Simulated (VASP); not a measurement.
Input of a VASP 6.6.1 run:

INCAR

```
  PREC = Accurate
  ENCUT = 520
  EDIFF = 1E-6
  ISMEAR = -1
  SIGMA = 0.05
  LREAL = F
  LASPH = T
  NELM = 150
  ALGO = Normal
  ISIF = 2
  LWAVE = F
  LCHARG = F
  ISPIN = 2
  MAGMOM = 4.5 4.5 4.5 0
  LORBIT = 11
  NUPDOWN = 13.5
  LMAXMIX = 4
  GGA = PE
  NBANDS = 31
```

The input KPOINTS:

```
Automatic mesh
0
Gamma
  6 6 6
```

The input POSCAR:

```
BeCr3
1.0
    3.5112140000      0.0000000000      0.0000000000
    0.0000000000      3.5112140000      0.0000000000
    0.0000000000      0.0000000000      3.5112140000
Cr Be
3 1
Direct
    0.5000000000      0.5000000000      0.0000000000
    0.5000000000      0.0000000000      0.5000000000
    0.0000000000      0.5000000000      0.5000000000
    0.0000000000      0.0000000000      0.0000000000
```

Potentials or basis: VASP PAW PBE potentials, release 64 (Cr_pv, Be).

The run is started by

```bash
$ cat potpaw_PBE.64/Cr_pv/POTCAR potpaw_PBE.64/Be/POTCAR > POTCAR
$ mpirun -np 1 vasp_std > vasp.out
```

(1) What does it give for the pressure?

Results:

(1) 89.2 GPa.

Caveat: the total moment is fixed, so each spin has its own Fermi level.
